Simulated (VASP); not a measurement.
Input of a VASP 6.6.1 run:

INCAR

```
SYSTEM = BaTiO2
PREC     = Accurate       ! precision mode
ENCUT    = 600            ! plane-wave cutoff, eV
EDIFF    = 1E-6           ! SCF threshold, eV
ISMEAR   = 0              ! smearing method
SIGMA    = 0.1            ! smearing width, eV
LREAL    = .FALSE.        ! projectors in reciprocal space
LASPH    = .TRUE.         ! aspherical terms in the spheres
NELM     = 60             ! most SCF steps
ALGO     = Normal         ! electronic algorithm
ISIF     = 3              ! what is computed and relaxed
LWAVE    = .FALSE.        ! write WAVECAR
LCHARG   = .FALSE.        ! write CHGCAR
GGA      = PE             ! functional
IBRION   = 2              ! ionic algorithm
NSW      = 100            ! ionic steps
EDIFFG   = -0.01          ! ionic threshold
```

KPOINTS

```
regular mesh
0
G
  12 12 8
  0 0 0
```

File POSCAR:

```
BaTiO2
1.0
    3.7286297588      0.0000000000      0.0000000000
   -1.8643148794      3.2290880925      0.0000000000
    0.0000000000      0.0000000000      6.3807409147
Ba Ti O
1 1 2
Direct
    0.0000000000      0.0000000000      0.0000000000
    0.0000000000      0.0000000000      0.5000000000
    0.3333333333      0.6666666667      0.5000000000
    0.6666666667      0.3333333333      0.5000000000
```

Potentials or basis: VASP PAW PBE potentials, release 64 (Ba_sv, Ti_sv, O).

The run is started by

```sh
$ cat potpaw_PBE.64/Ba_sv/POTCAR potpaw_PBE.64/Ti_sv/POTCAR potpaw_PBE.64/O/POTCAR > POTCAR
$ mpirun -np 1 vasp_std > vasp.out
```

Problem. Estimate the relaxed volume.

Solution. 19.33 Å³/atom.

Problem. Estimate the relaxed cell.

Solution. a = 3.727 Å, b = 3.727 Å, c = 6.427 Å, α = 90.00°, β = 90.00°, γ = 120.00°.

Step by step:
```csv
step,energy change (eV),largest force (eV/Å),pressure (GPa),volume (Å³)
1,0.0000,0.0000,0.07,76.82
2,-0.0003,0.0000,0.10,76.92
3,-0.0005,0.0000,0.12,77.02
4,-0.0004,0.0000,0.19,77.23
5,-0.0005,0.0000,0.15,77.11
6,-0.0006,0.0000,-0.08,77.42
7,-0.0006,0.0000,-0.01,77.31
```
